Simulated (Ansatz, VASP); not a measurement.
**LiCl in VASP and in Ansatz**

```
Li Cl
1.0
     3.40622    0.00000    0.00000
     0.00000    3.27112    0.00000
     0.00000    0.00000    3.27112
Li Cl
1 1
Direct
  0.00000 0.00000 0.00000
  0.50000 0.50000 0.50000
```

Change from the starting cell: uniaxial_x strain +4.1%.

Alike in both runs: task single point; functional HSE06; k mesh 6 × 6 × 6; no spin polarisation.

```csv
,VASP,Ansatz
version,VASP 6.6.1,Ansatz 0.2.0
potentials or method,"VASP PAW PBE potentials, release 64 (Li_sv, Cl)","plane waves, PAW"
plane-wave cutoff (eV),520,420
occupations,"gaussian, width 0.01 eV",fixed
valence electrons in the cell,10,10
```

```tsv
	VASP	Ansatz	Ansatz less VASP
gap on the k mesh at the Fermi level (eV)	5.39	5.38	-0.010
```

Ansatz's warnings: stress exchange threshold loose, stress scf threshold loose.

Noted on VASP's run: the cutoff is under 1.25 times that of the potentials, so the pressure is a little rough.
